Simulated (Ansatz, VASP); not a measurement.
**Two plane-wave programs on Zn**

INCAR

```
SYSTEM = Zn
PREC     = Accurate       ! precision mode
ENCUT    = 520            ! plane-wave cutoff, eV
EDIFF    = 1E-8           ! SCF threshold, eV
ISMEAR   = -1             ! smearing method
SIGMA    = 0.03           ! smearing width, eV
LREAL    = .FALSE.        ! projectors in reciprocal space
LASPH    = .TRUE.         ! aspherical terms in the spheres
NELM     = 100            ! most SCF steps
ALGO     = Normal         ! electronic algorithm
ISIF     = 2              ! what is computed and relaxed
LWAVE    = .FALSE.        ! write WAVECAR
LCHARG   = .FALSE.        ! write CHGCAR
GGA      = PE             ! functional
LEFG     = .TRUE.       
NBANDS   = 19             ! bands
```

Contents of KPOINTS:

```
Automatic mesh
0
G
  16 16 8
  0 0 0
```

Contents of POSCAR:

```
Zn
1.0
    2.6647980532      0.0532959611      0.0000000000
   -1.2862433704      2.2811348295      0.0000000000
    0.0000000000      0.0000000000      4.9467000000
Zn
2
Direct
    0.3333333333      0.6666666667      0.2500000000
    0.6666666667      0.3333333333      0.7500000000
```

Input for Ansatz:

```yaml
crystal:
  lattice:
    - [2.6647980532, 0.0532959611, 0.0]
    - [-1.2862433704, 2.2811348295, 0.0]
    - [0.0, 0.0, 4.9467]
  atoms:
    - { symbol: Zn, position: [0.3333333333, 0.6666666667, 0.25] }
    - { symbol: Zn, position: [0.6666666667, 0.3333333333, 0.75] }
kpoints:
  mp_grid: { grid: [16, 16, 8] }
scf:
  occupations: { method: fermi_dirac, width: 0.03 }
hamiltonian:
  xc: pbe
  pseudopotentials: { kind: paw }
output:
  forces: true
  stress: true
  eigenvalues: true
  efg: { contact_densities: true }
```

Change from the starting cell: xy shear strain of +4 %, PAW files.

Alike in both runs: task electric field gradients; functional PBE; k mesh 16 × 16 × 8; occupations fermi-dirac, width 0.03 eV; no spin polarisation.

```csv
,VASP,Ansatz
version,VASP 6.6.1,Ansatz 0.2.0
potentials or method,"VASP PAW PBE potentials, release 64 (Zn)","PAW with Ansatz's default frozen-core files, scalar-relativistic"
plane-wave cutoff (eV),520,420
valence electrons in the cell,24,24
```

Ansatz gave:

- pressure (GPa): -0.2
- traceless stress, the component that is largest in VASP (GPa): -2.97
- rms of the force components (eV/Å): 0.009
- size of Vzz on the site where it differs most (V/Å²): 38.1

**Question.** What did VASP give for the same quantities?

**Answer.** Pressure (GPa): 0.1; traceless stress, the component that is largest in VASP (GPa): -2.99; rms of the force components (eV/Å): 0.008; size of Vzz on the site where it differs most (V/Å²): 38.3.

Atom by atom the forces differ by 0.001 eV/Å (rms over components).
